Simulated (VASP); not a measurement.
The system is AlNi.

```
Ni Al
1.0
     2.88100    0.00000    0.00000
     0.00000    2.88100    0.00000
     0.00000    0.00000    2.88100
Ni Al
1 1
Direct
  0.50000 0.50000 0.50000
  0.00000 0.00000 0.00000
```

Base run:

- Program: VASP 6.6.1
- Functional: PBE
- Potentials or basis: VASP PAW PBE potentials, release 64 (Ni_sv_GW, Al)
- Cutoff: 690 eV
- k mesh: 8 × 8 × 8
- Occupations: fermi-dirac, width 0.05 eV
- Spin: collinear spin, ferromagnetic start
- Starting moments: [0.2, 0.0] μB
- Fixed moment: 0.2 μB

Its results: pressure 1.6 GPa; site moments Ni +0.16; Al +0.01 μB.

After a change of settings the same cell gave: pressure -2.3 GPa; site moments Ni +0.16; Al +0.01 μB. Which change was it?
A. fixed moment from 0.2 μB to 1 μB; moments at the start from [0.2, 0.0] to [1.0, 0.0]
B. fixed moment from 0.2 μB to 0.5 μB; moments at the start from [0.2, 0.0] to [0.5, 0.0]
C. fixed moment from 0.2 μB to 0.8 μB; moments at the start from [0.2, 0.0] to [0.8, 0.0]
D. functional from PBE to PBEsol

D.

PBEsol binds more tightly than PBE, so the same cell stands under less pressure.

Caveats: the total moment is fixed, so each spin has its own Fermi level and the state may be an excited one; the PAW data sets were made with another functional, which shifts forces and pressure a little (at least some runs).
